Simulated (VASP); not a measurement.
A run of VASP 6.6.1 is set up as follows.

INCAR

```
SYSTEM = O
ALGO = Normal ; EDIFF = 1E-7
ENCUT = 520 ; GGA = PS
ISIF = 2 ; ISMEAR = -1
LASPH = .True. ; LCHARG = .False.
LREAL = .False. ; LWAVE = .False.
NBANDS = 13 ; NELM = 80
PREC = Accurate ; SIGMA = 0.05
```

File KPOINTS:

```
k-points
0
Gamma
  14 14 8
  0 0 0
```

The input POSCAR:

```
O
1.0
    2.5029894065      0.0000000000      0.0000000000
   -1.2514947032      2.1676524114      0.0000000000
    0.0000000000      0.0000000000      4.0548428385
O
2
Direct
    0.1933333333      0.5966666667      0.1450000000
    0.8066666667      0.4033333333      0.8550000000
```

Potentials or basis: VASP PAW PBE potentials, release 64 (O).

Launch:

```bash
$ cat potpaw_PBE.64/O/POTCAR > POTCAR
$ mpirun -np 1 vasp_std > vasp.out
```

**Question.** Estimate the band gap on the k mesh.

**Answer.** Zero (bands 6 and 7 overlap by 0.69 eV).

**Question.** What does it give for the largest force?

**Answer.** 7.124 eV/Å.

**Question.** Predict the pressure.

**Answer.** -11.8 GPa.

Stress tensor (GPa, compression positive):
```
 10.81   3.98 -31.40
  3.98   6.21 -18.13
-31.40 -18.13 -52.36
```

Caveat: the cell differs from its parent crystal (shortest bond scaled by 0.58); the stress differs along the axes, from -52 to 11 GPa; the PAW data sets were made with another functional, which shifts forces and pressure a little.
